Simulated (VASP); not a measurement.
# Si4N in VASP: further runs

The runs below take Si4N through single point, with PBE+D3(BJ).

All numbers are computed with VASP 6.6.1; they aren't measurements. Logs are shortened: lines on timing, memory, paths and dates and some standing lists are left out, and cuts for length are marked.

## Step 1: The cell of the first run

The cell holds a slab with vacuum, 5 atoms: a = 3.833 Å, b = 3.833 Å, c = 21.103 Å, α = 90.00°, β = 90.00°, γ = 90.00°.

## Step 2: Single point, PBE+D3(BJ), collinear spin, ferromagnetic start

Contents of INCAR:

```
PREC     = Accurate       # precision mode
ENCUT    = 520            # plane-wave cutoff, eV
EDIFF    = 1E-6           # SCF threshold, eV
ISMEAR   = 0              # smearing method
SIGMA    = 0.05           # smearing width, eV
LREAL    = False          # projectors in reciprocal space
LASPH    = True           # aspherical terms in the spheres
NELM     = 150            # most SCF steps
ALGO     = Normal         # electronic algorithm
ISIF     = 2              # what is computed and relaxed
LWAVE    = False          # write WAVECAR
LCHARG   = False          # write CHGCAR
ISPIN    = 2              # spin polarisation
MAGMOM   = 0 0 0 0 3      # initial moments
LORBIT   = 11             # projections on sites
LDIPOL   = True         
IDIPOL   = 3            
DIPOL    = 0.5 0.5 0.327
GGA      = PE             # functional
IVDW     = 12             # dispersion correction
NBANDS   = 22             # bands
```

Contents of KPOINTS:

```
Automatic mesh
0
Gamma
  7 7 1
```

Contents of POSCAR:

```
Si4N
1.0
    3.8333442755      0.0000000000      0.0000000000
    0.0000000000      3.8333442755      0.0000000000
    0.0000000000      0.0000000000     21.1034818114
Si N
4 1
Direct
    0.0000000000      0.5000000000      0.1895421825
    0.0000000000      0.0000000000      0.2537634269
    0.5000000000      0.0000000000      0.3207061922
    0.5000000000      0.5000000000      0.3839879070
    0.6250000000      0.7500000000      0.4882361074
```

Potentials or basis: VASP PAW PBE potentials, release 64 (Si, N).

Launch:

```bash
$ cat potpaw_PBE.64/Si/POTCAR potpaw_PBE.64/N/POTCAR > POTCAR
$ mpirun -np 1 vasp_std > vasp.out
```

OUTCAR:

```text
PREC = Accurate
   ENCUT = 520
   EDIFF = 1E-6
   ISMEAR = 0
   LREAL = False
   LASPH = True
   NELM = 150
   ISIF = 2
   ISPIN = 2
   LORBIT = 11
   GGA = PE
   IVDW = 12
 IVDW          = 12

 ion  position               nearest neighbor table
   1  0.000  0.500  0.190-   2 2.35   2 2.35
   2  0.000  0.000  0.254-   1 2.35   1 2.35   3 2.38   3 2.38
   3  0.500  0.000  0.321-   4 2.34   4 2.34   2 2.38   2 2.38
   4  0.500  0.500  0.384-   3 2.34   3 2.34   5 2.45
   5  0.625  0.750  0.488-   4 2.45

  LATTYP: Found a simple tetragonal cell.
 ALAT       =     3.8333442755
 C/A-ratio  =     5.5052404101

  Lattice vectors:

 A1 = (   3.8333442755,   0.0000000000,   0.0000000000)
 A2 = (   0.0000000000,   3.8333442755,   0.0000000000)
 A3 = (   0.0000000000,   0.0000000000,  21.1034818114)

Analysis of symmetry for initial positions (statically):
=====================================================================
 Subroutine PRICEL returns:
 Original cell was already a primitive cell.

 Routine SETGRP: Setting up the symmetry group for a
 simple tetragonal supercell.

 Subroutine GETGRP returns: Found  1 space group operations
 (whereof  1 operations were pure point group operations)
 out of a pool of 16 trial point group operations.

The static configuration has the point symmetry C_1 .

Analysis of symmetry for dynamics (positions and initial velocities):
=====================================================================
 Subroutine PRICEL returns:
 Original cell was already a primitive cell.

 Routine SETGRP: Setting up the symmetry group for a
 simple tetragonal supercell.

 Subroutine GETGRP returns: Found  1 space group operations
 (whereof  1 operations were pure point group operations)
 out of a pool of 16 trial point group operations.

The dynamic configuration has the point symmetry C_1 .

Analysis of structural, dynamic, and magnetic symmetry:
=====================================================================
 Subroutine PRICEL returns:
 Original cell was already a primitive cell.

 Routine SETGRP: Setting up the symmetry group for a
 simple tetragonal supercell.

 Subroutine GETGRP returns: Found  1 space group operations
 (whereof  1 operations were pure point group operations)
 out of a pool of 16 trial point group operations.

The overall configuration has the point symmetry C_1 .

 Subroutine INISYM returns: Found  1 space group operations
 (whereof  1 operations are pure point group operations),
 and found     1 'primitive' translations

----------------------------------------------------------------------------------------

                                     Primitive cell

  volume of cell :     310.1057

  direct lattice vectors                    reciprocal lattice vectors
     3.833344276  0.000000000  0.000000000     0.260868821  0.000000000  0.000000000
     0.000000000  3.833344276  0.000000000     0.000000000  0.260868821  0.000000000
     0.000000000  0.000000000 21.103481811     0.000000000  0.000000000  0.047385546

  length of vectors
     3.833344276  3.833344276 21.103481811     0.260868821  0.260868821  0.047385546

  position of ions in fractional coordinates (direct lattice)
     0.000000000  0.500000000  0.189542182
     0.000000000  0.000000000  0.253763427
     0.500000000  0.000000000  0.320706192
     0.500000000  0.500000000  0.383987907
     0.625000000  0.750000000  0.488236107

  ion indices of the primitive-cell ions
   primitive index   ion index
                 1           1
                 2           2
                 3           3
                 4           4
                 5           5

----------------------------------------------------------------------------------------

 KPOINTS: Automatic mesh

[... 26 lines left out ...]
  0.000000  0.142857  0.000000      2.000000
  0.285714  0.000000  0.000000      2.000000
  0.000000  0.285714  0.000000      2.000000
  0.428571  0.000000  0.000000      2.000000
[... 16 lines left out ...]
  0.285714  0.428571  0.000000      2.000000
  0.428571  0.428571  0.000000      2.000000
   k-points           NKPTS =     25   k-points in BZ     NKDIM =     25   number of bands    NBANDS=     22
   number of dos      NEDOS =    301   number of ions     NIONS =      5
   total plane-waves  NPLWV = 144000
   dimension x,y,z NGX =    30 NGY =   30 NGZ =  160
   dimension x,y,z NGXF=    60 NGYF=   60 NGZF=  320
   ions per type =               4   1
   NGX,Y,Z   is equivalent  to a cutoff of  13.01, 13.01, 12.60 a.u.
   NGXF,Y,Z  is equivalent  to a cutoff of  26.02, 26.02, 25.21 a.u.
 SYSTEM =  unknown system
   PREC   = accura    normal or accurate (medium, high low for compatibility)
   ISTART =      0    job   : 0-new  1-cont  2-samecut
   ICHARG =      2    charge: 1-file 2-atom 10-const
   ISPIN  =      2    spin polarized calculation?
   LNONCOLLINEAR =      F non collinear calculations
   LSORBIT =      F    spin-orbit coupling
   LASPH  =      T    aspherical Exc in radial PAW
   ENCUT  =  520.0 eV  38.22 Ry    6.18 a.u.   7.13  7.13 39.24*2*pi/ulx,y,z
   NELM   =    150;   NELMIN=  2; NELMDL= -5     # of ELM steps
   EDIFF  = 0.1E-05   stopping-criterion for ELM
   LREAL  =      F    real-space projection
   EDIFFG = 0.1E-04   stopping-criterion for IOM
   NSW    =      0    number of steps for IOM
   IBRION =     -1    ionic relax: 0-MD 1-quasi-New 2-CG
   NFREE  =      0    steps in history (QN), initial steepest desc. (CG)
   ISIF   =      2    stress and relaxation
   ISYM   =      2    0-nonsym 1-usesym 2-fastsym
   POTIM  = 0.5000    time-step for ionic-motion
   TEBEG  =    0.0;   TEEND  =   0.0 temperature during run
   PSTRESS=    0.0 pullay stress
   NELECT =      21.0000    total number of electrons
   NUPDOWN=      -1.0000    fix difference up-down
   EMIN   =  10.00;   EMAX   =-10.00  energy-range for DOS
   EFERMI =   0.00;   METHOD = LEGACY
   ISMEAR =     0;   SIGMA  =   0.05  broadening in eV -4-tet -1-fermi 0-gaus
   EFERMI_NEDOS =   21; number of points for ismear=-14 and -15
   IALGO  =     38    algorithm
   IMIX   =      4    mixing-type and parameters
     AMIX     =   0.40;   BMIX     =  1.00
     AMIX_MAG =   1.60;   BMIX_MAG =  1.00
  volume/ion in A,a.u.               =      62.02       418.54
  Fermi-wavevector in a.u.,A,eV,Ry     =   0.667285  1.260986  6.058256  0.445269
  Thomas-Fermi vector in A             =   1.741845
   LORBIT       =     11    0 simple, 1 ext, 2 COOP (PROOUT), +10 PAW based schemes
   GGA     = PE    functional components
   LHFCALC =     F    Hartree Fock is set to
   AEXX    =    0.0000 exact exchange contribution
   IVDW    =    12    specifies the selected vdW correction
   LEPSILON=     F    determine dielectric tensor
   LRPA    =     F    only Hartree local field effects (RPA)
 spin polarized calculation
 Gauss-broadening in eV      SIGMA  =   0.05
  energy-cutoff  :      520.00
  volume of cell :      310.11
 maximum number of plane-waves:      8388
 NGX is ok and might be reduce to    30
   NGX = 15   NGY = 15   NGZ = 79

 dipolmoment           0.000000      0.000000     -0.045938 electrons x Angstroem

 number of electron      21.0000000 magnetization       1.7845785

 dipolmoment           0.000000      0.000000      0.078862 electrons x Angstroem

 Free energy of the ion-electron system (eV)
  ---------------------------------------------------
  ext. energy  EPLUGINS =         0.00000000
  ---------------------------------------------------
  free energy    TOTEN  =       -22.16321120 eV

  energy without entropy =      -22.16007149  energy(sigma->0) =      -22.16164134

 E-fermi :  -2.6099     XC(G=0):  -3.7783

 val. band max:       -2.6118863019   @ k =  -0.4286   0.2857   0.0000
 cond. band min:      -2.5918688565   @ k =   0.2857   0.0000   0.0000
 fundamental gap:      0.0200174454
 Fermi energy:        -2.6099171800

 spin component 1

 k-point     1 :       0.0000    0.0000    0.0000
  band No.  band energies     occupation
      1     -16.3027      1.00000
      2     -13.5246      1.00000
      3     -11.3411      1.00000
      4      -8.0434      1.00000
      5      -5.2108      1.00000
      6      -4.6387      1.00000
[... 589 lines left out ...]
     21       5.3305      0.00000
     22       6.0812      0.00000

 [... further k-points ...]

 spin component 2

 k-point     1 :       0.0000    0.0000    0.0000
  band No.  band energies     occupation
      1     -13.7207      1.00000
      2     -13.0877      1.00000
      3     -11.3369      1.00000
      4      -8.0697      1.00000
      5      -4.7295      1.00000
      6      -4.5613      1.00000
[... 589 lines left out ...]
     21       5.3622      0.00000
     22       6.1327      0.00000

 [... further k-points ...]

------------------------ aborting loop because EDIFF is reached ----------------------------------------

 vacuum level on the upper side and lower side of the slab       (xc-potential included)         0.484        -0.463

 Edisp (eV)   -1.02009

 E8    (eV) :    -0.4315

  FORCE on cell =-STRESS in cart. coord.  units (eV):
  Direction    XX          YY          ZZ          XY          YZ          ZX
  --------------------------------------------------------------------------------------
  -------------------------------------------------------------------------------------
  Total      -4.63807    -1.48511    -5.41742    -0.48713    -2.35368    -0.94118
  in kB     -23.96283    -7.67292   -27.98937    -2.51677   -12.16041    -4.86268
  external pressure =      -19.88 kB  Pullay stress =        0.00 kB

 VOLUME and BASIS-vectors are now :
 -----------------------------------------------------------------------------
  energy-cutoff  :      520.00
  volume of cell :      310.11
      direct lattice vectors                 reciprocal lattice vectors
     3.833344276  0.000000000  0.000000000     0.260868821  0.000000000  0.000000000
     0.000000000  3.833344276  0.000000000     0.000000000  0.260868821  0.000000000
     0.000000000  0.000000000 21.103481811     0.000000000  0.000000000  0.047385546

 POSITION                                       TOTAL-FORCE (eV/Angst)
 -----------------------------------------------------------------------------------
      0.00000      1.91667      4.00000        -0.028762      0.054023     -0.038657
      0.00000      0.00000      5.35529         0.064558      0.097350      0.209243
      1.91667      0.00000      6.76802        -0.012216     -0.296667      0.203929
      1.91667      1.91667      8.10348         0.384679      1.173295      1.762100
      2.39584      2.87501     10.30348        -0.408260     -1.028001     -2.136615
 -----------------------------------------------------------------------------------
    total drift:                               -0.000053      0.000064      0.000214

  FREE ENERGIE OF THE ION-ELECTRON SYSTEM (eV)
  ---------------------------------------------------
  free  energy   TOTEN  =       -23.1833033590 eV

  energy  without entropy=      -23.1801636520  energy(sigma->0) =      -23.18173351

 vacuum level on the upper side and lower side of the slab         3.793         2.801

 total charge

# of ion       s       p       d       tot
------------------------------------------
    1        0.861   0.724   0.000   1.585
    2        0.773   0.896   0.000   1.668
    3        0.769   0.896   0.000   1.665
    4        0.817   0.735   0.000   1.552
    5        1.362   1.921   0.000   3.283
--------------------------------------------------
tot          4.580   5.173   0.000   9.753

 magnetization (x)

# of ion       s       p       d       tot
------------------------------------------
    1       -0.003  -0.015   0.000  -0.017
    2        0.000  -0.012   0.000  -0.012
    3        0.002  -0.003   0.000  -0.001
    4       -0.014  -0.105   0.000  -0.119
    5        0.028   1.403   0.000   1.431
--------------------------------------------------
tot          0.014   1.268   0.000   1.282
```

Wall time 6.8 min (1 thread of Intel Xeon 6975P-C (Granite Rapids), shared host); peak memory 0.62 GiB.

Results:

| Item | Value |
| --- | --- |
| Free energy | -23.1833 eV |
| Largest force | 2.406 eV/Å |
| Net moment | 1.78 μB per cell |
| Site moments | Si -0.02, -0.01, -0.00, -0.12; N +1.43 μB |
| Valence electrons inside the program's atomic spheres | Si 1.58, 1.67, 1.55; N 3.28 |
| Dispersion energy per atom | -0.204 eV |

Forces on the atoms (eV/Å):
```
Si  -0.029  0.054 -0.039
Si   0.065  0.097  0.209
Si  -0.012 -0.297  0.204
Si   0.385  1.173  1.762
N   -0.408 -1.028 -2.137
```

## Step 3: Single point, PBE+D3(BJ), collinear spin, ferromagnetic start

Contents of INCAR:

```
SYSTEM = Si4N
ALGO = Normal
DIPOL = 0.5 0.5 0.327
EDIFF = 1E-6
ENCUT = 520
GGA = PE
IDIPOL = 3
ISIF = 2
ISMEAR = 0
ISPIN = 2
IVDW = 12
LASPH = .TRUE.
LCHARG = .TRUE.
LDIPOL = .TRUE.
LELF = .TRUE.
LORBIT = 11
LREAL = .FALSE.
LVACPOTAV = .TRUE.
LVHAR = .TRUE.
LWAVE = .FALSE.
MAGMOM = 0 0 0 0 3
NBANDS = 22
NELM = 150
PREC = Accurate
SIGMA = 0.05
```

Contents of KPOINTS:

```
k-points
0
G
  7 7 1
  0 0 0
```

Changes to POSCAR since step 2:

```diff
@@ -12,2 +12,2 @@
     0.5000000000      0.5000000000      0.3839879070
-    0.6250000000      0.7500000000      0.4882361074
+    0.7500000000      0.6250000000      0.4882361074
```

Potentials or basis: VASP PAW PBE potentials, release 64 (Si, N).

Launch:

```bash
$ cat potpaw_PBE.64/Si/POTCAR potpaw_PBE.64/N/POTCAR > POTCAR
$ mpirun -np 1 vasp_std > vasp.out
```

OUTCAR:

```text
SYSTEM = Si4N
   EDIFF = 1E-6
   ENCUT = 520
   GGA = PE
   ISIF = 2
   ISMEAR = 0
   ISPIN = 2
   IVDW = 12
   LASPH = .TRUE.
   LORBIT = 11
   LREAL = .FALSE.
   NELM = 150
   PREC = Accurate
 IVDW          = 12

 ion  position               nearest neighbor table
   1  0.000  0.500  0.190-   2 2.35   2 2.35
   2  0.000  0.000  0.254-   1 2.35   1 2.35   3 2.38   3 2.38
   3  0.500  0.000  0.321-   4 2.34   4 2.34   2 2.38   2 2.38
   4  0.500  0.500  0.384-   3 2.34   3 2.34   5 2.45
   5  0.750  0.625  0.488-   4 2.45

  LATTYP: Found a simple tetragonal cell.
[... 1444 lines left out ...]

 POSITION                                       TOTAL-FORCE (eV/Angst)
 -----------------------------------------------------------------------------------
      0.00000      1.91667      4.00000        -0.055266      0.029704     -0.059530
      0.00000      0.00000      5.35529         0.124568      0.052408      0.222123
      1.91667      0.00000      6.76802        -0.063950     -0.152151      0.224957
      1.91667      1.91667      8.10348         0.802436      0.631310      1.904774
      2.87501      2.39584     10.30348        -0.807788     -0.561271     -2.292324
 -----------------------------------------------------------------------------------
    total drift:                               -0.000033      0.000050      0.000129

  FREE ENERGIE OF THE ION-ELECTRON SYSTEM (eV)
  ---------------------------------------------------
  free  energy   TOTEN  =       -23.2768777395 eV

  energy  without entropy=      -23.2741015626  energy(sigma->0) =      -23.27548965

 vacuum level on the upper side and lower side of the slab         3.861         2.861

 total charge

# of ion       s       p       d       tot
------------------------------------------
    1        0.861   0.724   0.000   1.585
    2        0.772   0.896   0.000   1.669
    3        0.768   0.900   0.000   1.668
    4        0.819   0.733   0.000   1.551
    5        1.362   1.920   0.000   3.282
--------------------------------------------------
tot          4.582   5.173   0.000   9.755

 magnetization (x)

# of ion       s       p       d       tot
------------------------------------------
    1        0.000  -0.005   0.000  -0.005
    2        0.001  -0.012   0.000  -0.011
    3        0.003  -0.003   0.000  -0.000
    4       -0.014  -0.107   0.000  -0.120
    5        0.027   1.377   0.000   1.405
--------------------------------------------------
tot          0.017   1.250   0.000   1.267
```

OSZICAR:

```text
N       E                     dE             d eps       ncg     rms          rms(c)
DAV:   1     0.950598124367E+02    0.95060E+02   -0.65548E+03  2200   0.677E+02
DAV:   2    -0.861208681857E+01   -0.10367E+03   -0.98816E+02  3112   0.127E+02
DAV:   3    -0.219387868314E+02   -0.13327E+02   -0.13005E+02  2814   0.425E+01
[... 20 lines left out ...]
DAV:  24    -0.222569495793E+02   -0.61090E-04   -0.22977E-06  2574   0.434E-03    0.856E-04
DAV:  25    -0.222569613071E+02   -0.11728E-04   -0.62163E-07  2380   0.245E-03    0.606E-04
DAV:  26    -0.222569659012E+02   -0.45941E-05   -0.36929E-07  2204   0.189E-03    0.412E-04
DAV:  27    -0.222569679080E+02   -0.20068E-05   -0.22165E-07  2312   0.166E-03    0.232E-04
DAV:  28    -0.222569684983E+02   -0.59024E-06   -0.64505E-08  2208   0.123E-03
   1 F= -.23276878E+02 E0= -.23275490E+02  d E =-.277618E-02  mag=     1.7756
```

Run time: 6.1 min. Hardware: 1 thread of Intel Xeon 6975P-C (Granite Rapids), shared host; peak memory 0.62 GiB.

Results:

| Property | Result |
| --- | --- |
| Free energy | -23.2769 eV |
| Largest force | 2.494 eV/Å |
| Net moment | 1.78 μB per cell |
| Site moments | Si -0.01, -0.00, -0.12; N +1.41 μB |
| Valence electrons inside the program's atomic spheres | Si 1.58, 1.67, 1.55; N 3.28 |
| Dispersion energy per atom | -0.204 eV |

Forces on the atoms (eV/Å):
```
Si  -0.055  0.030 -0.060
Si   0.125  0.052  0.222
Si  -0.064 -0.152  0.225
Si   0.802  0.631  1.905
N   -0.808 -0.561 -2.292
```

(Continued in part 2 of 2.)
